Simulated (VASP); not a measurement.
# Sn (Pm-3m) in VASP: notebook, part 3 of 3

VASP 6.6.1.

## Step 6: Relaxation of cell and atoms, PBEsol

This run uses another cell than the first one, of 30.24 Å³/atom, 1.141 times its volume.

File INCAR:

```
PREC = Accurate
ENCUT = 600
EDIFF = 1E-6
ISMEAR = -1
SIGMA = 0.1
LREAL = False
LASPH = True
NELM = 100
ALGO = Normal
ISIF = 3
LWAVE = False
LCHARG = False
GGA = PS
IBRION = 2
NSW = 60
EDIFFG = -0.005
```

File KPOINTS:

```
regular mesh
0
Gamma
  14 14 14
```

File POSCAR:

```
Sn
1.0
    3.1154964611      0.0000000000      0.0000000000
    0.0000000000      3.1154964611      0.0000000000
    0.0000000000      0.0000000000      3.1154964611
Sn
1
Direct
    0.0000000000      0.0000000000      0.0000000000
```

Potentials or basis: VASP PAW PBE potentials, release 64 (Sn_d).

On the command line:

```
> cat potpaw_PBE.64/Sn_d/POTCAR > POTCAR
> mpirun -np 1 vasp_std > vasp.out
```

OUTCAR:

```text
PREC = Accurate
   ENCUT = 600
   EDIFF = 1E-6
   ISMEAR = -1
   LREAL = False
   LASPH = True
   NELM = 100
   ISIF = 3
   GGA = PS
   IBRION = 2
   NSW = 60
   EDIFFG = -0.005

 ion  position               nearest neighbor table
   1  0.000  0.000  0.000-

  LATTYP: Found a simple cubic cell.
 ALAT       =     3.1154964611

  Lattice vectors:

 A1 = (   3.1154964611,   0.0000000000,   0.0000000000)
 A2 = (   0.0000000000,   3.1154964611,   0.0000000000)
 A3 = (   0.0000000000,   0.0000000000,   3.1154964611)

Analysis of symmetry for initial positions (statically):
=====================================================================
 Subroutine PRICEL returns:
 Original cell was already a primitive cell.

 Routine SETGRP: Setting up the symmetry group for a
 simple cubic supercell.

 Subroutine GETGRP returns: Found 48 space group operations
 (whereof 48 operations were pure point group operations)
 out of a pool of 48 trial point group operations.

The static configuration has the point symmetry O_h .

Analysis of symmetry for dynamics (positions and initial velocities):
=====================================================================
 Subroutine PRICEL returns:
 Original cell was already a primitive cell.

 Routine SETGRP: Setting up the symmetry group for a
 simple cubic supercell.

 Subroutine GETGRP returns: Found 48 space group operations
 (whereof 48 operations were pure point group operations)
 out of a pool of 48 trial point group operations.

The dynamic configuration has the point symmetry O_h .

 Subroutine INISYM returns: Found 48 space group operations
 (whereof 48 operations are pure point group operations),
 and found     1 'primitive' translations

----------------------------------------------------------------------------------------

                                     Primitive cell

  volume of cell :      30.2400

  direct lattice vectors                    reciprocal lattice vectors
     3.115496461  0.000000000  0.000000000     0.320976131  0.000000000  0.000000000
[... 94 lines left out ...]
   PSTRESS=    0.0 pullay stress
   NELECT =      14.0000    total number of electrons
   NUPDOWN=      -1.0000    fix difference up-down
   EMIN   =  10.00;   EMAX   =-10.00  energy-range for DOS
   EFERMI =   0.00;   METHOD = LEGACY
   ISMEAR =    -1;   SIGMA  =   0.10  broadening in eV -4-tet -1-fermi 0-gaus
   EFERMI_NEDOS =   21; number of points for ismear=-14 and -15
   IALGO  =     38    algorithm
   IMIX   =      4    mixing-type and parameters
     AMIX     =   0.40;   BMIX     =  1.00
     AMIX_MAG =   1.60;   BMIX_MAG =  1.00
  volume/ion in A,a.u.               =      30.24       204.07
  Fermi-wavevector in a.u.,A,eV,Ry     =   1.266456  2.393256 21.822545  1.603912
  Thomas-Fermi vector in A             =   2.399656
   LORBIT       =      0    0 simple, 1 ext, 2 COOP (PROOUT), +10 PAW based schemes
   GGA     = PS    functional components
   LHFCALC =     F    Hartree Fock is set to
   AEXX    =    0.0000 exact exchange contribution
   IVDW    =     0    specifies the selected vdW correction
   LEPSILON=     F    determine dielectric tensor
   LRPA    =     F    only Hartree local field effects (RPA)
 conjugate gradient relaxation of ions
 non-spin polarized calculation
  energy-cutoff  :      600.00
  volume of cell :       30.24
 maximum number of plane-waves:      1024
 NGX is ok and might be reduce to    28
   NGX = 13   NGY = 13   NGZ = 13

--------------------------------------- Ionic step        1  -------------------------------------------

 number of electron      13.9999995 magnetization

 Free energy of the ion-electron system (eV)
  ---------------------------------------------------
  ext. energy  EPLUGINS =         0.00000000
  ---------------------------------------------------
  free energy    TOTEN  =        -4.20231409 eV

  energy without entropy =       -4.18290239  energy(sigma->0) =       -4.19260824

 E-fermi :   6.4176     XC(G=0):  -9.9120

 val. band max:        6.3633472301   @ k =   0.4286   0.3571   0.1429
 cond. band min:       6.4561913103   @ k =   0.2857   0.2857   0.1429
 fundamental gap:      0.0928440802
 Fermi energy:         6.4176225887

 k-point     1 :       0.0000    0.0000    0.0000
  band No.  band energies     occupation
      1     -14.9642      2.00000
      2     -14.9642      2.00000
      3     -14.6270      2.00000
      4     -14.6270      2.00000
      5     -14.6270      2.00000
      6      -3.9651      2.00000
      7      11.6119      0.00000
      8      11.6119      0.00000
      9      11.6119      0.00000
     10      14.9615      0.00000
     11      14.9615      0.00000
[... 391 lines left out ...]
--------------------------------------- Ionic step        3  -------------------------------------------

 number of electron      14.0000005 magnetization

 Free energy of the ion-electron system (eV)
  ---------------------------------------------------
  ext. energy  EPLUGINS =         0.00000000
  ---------------------------------------------------
  free energy    TOTEN  =        -4.23063413 eV

  energy without entropy =       -4.21321597  energy(sigma->0) =       -4.22192505

 E-fermi :   7.3392     XC(G=0): -10.2809

 val. band max:        7.3209462155   @ k =   0.4286   0.3571   0.1429
 cond. band min:       7.3731122171   @ k =   0.5000   0.5000   0.4286
 fundamental gap:      0.0521660016
 Fermi energy:         7.3391514805

 k-point     1 :       0.0000    0.0000    0.0000
  band No.  band energies     occupation
      1     -14.1427      2.00000
      2     -14.1427      2.00000
      3     -13.7131      2.00000
      4     -13.7131      2.00000
      5     -13.7131      2.00000
      6      -3.5945      2.00000
      7      12.8495      0.00000
      8      12.8495      0.00000
      9      12.8495      0.00000
     10      16.2086      0.00000
     11      16.2086      0.00000
[... 350 lines left out ...]
  FREE ENERGIE OF THE ION-ELECTRON SYSTEM (eV)
  ---------------------------------------------------
  free  energy   TOTEN  =        -4.2306341318 eV

  energy  without entropy=       -4.2132159651  energy(sigma->0) =       -4.22192505

 reached required accuracy - stopping structural energy minimisation
```

It took 43 s on 1 thread of Intel Xeon Platinum 8488C (Sapphire Rapids), shared host; peak memory 0.2 GiB.

What came out:

* Free energy: -4.2306 eV
* Relaxed volume: 27.90 Å³/atom
* Relaxed cell: a = 3.033 Å, b = 3.033 Å, c = 3.033 Å, α = 90.00°, β = 90.00°, γ = 90.00°
* Space group after relaxing (to 0.05 Å): Pm-3m (No. 221)
* Energy gained by relaxing: 28.3 meV/atom
* Ionic steps: 3
* Pressure after relaxing: 0.0 GPa
* Band gap on the k mesh: zero (band 7 reaches 12.85 eV, above the bottom of band 8 at 5.14 eV)

Step by step:
| step | energy change (eV) | largest force (eV/Å) | pressure (GPa) | volume (Å³) |
| --- | --- | --- | --- | --- |
| 1 | 0.0000 | 0.0000 | -3.56 | 30.24 |
| 2 | -0.0266 | 0.0000 | 1.07 | 27.39 |
| 3 | -0.0283 | 0.0000 | 0.03 | 27.90 |

Final structure:
```
CELL_PARAMETERS angstrom
3.03296 0.00000 0.00000
0.00000 3.03296 0.00000
0.00000 0.00000 3.03296
ATOMIC_POSITIONS crystal
Sn 0.00000 0.00000 0.00000
```

Caveat: the PAW data sets were made with another functional, which shifts forces and pressure a little; spin-orbit coupling is left out, which moves the levels of the heavy elements.

## Step 7: The runs side by side

```csv
task,cell,cutoff (eV),gap on the mesh (eV),pressure (GPa)
single point,"a = 2.982 Å, 1 atom",520,none,3.1
single point,"a = 3.033 Å, 1 atom",520,none,0.0
relaxation of cell and atoms,"relaxed from a = 3.115 Å, 1 atom",600,none,0.0
```

Alike in all rows: level PBEsol; potentials or basis VASP PAW PBE potentials, release 64 (Sn_d); no spin polarisation; k mesh 14 × 14 × 14; smearing fermi-dirac 0.1 eV.

Caveats: the PAW data sets were made with another functional, which shifts forces and pressure a little; spin-orbit coupling is left out, which moves the levels of the heavy elements.

Absolute energies hang on the potentials; compare differences alone.
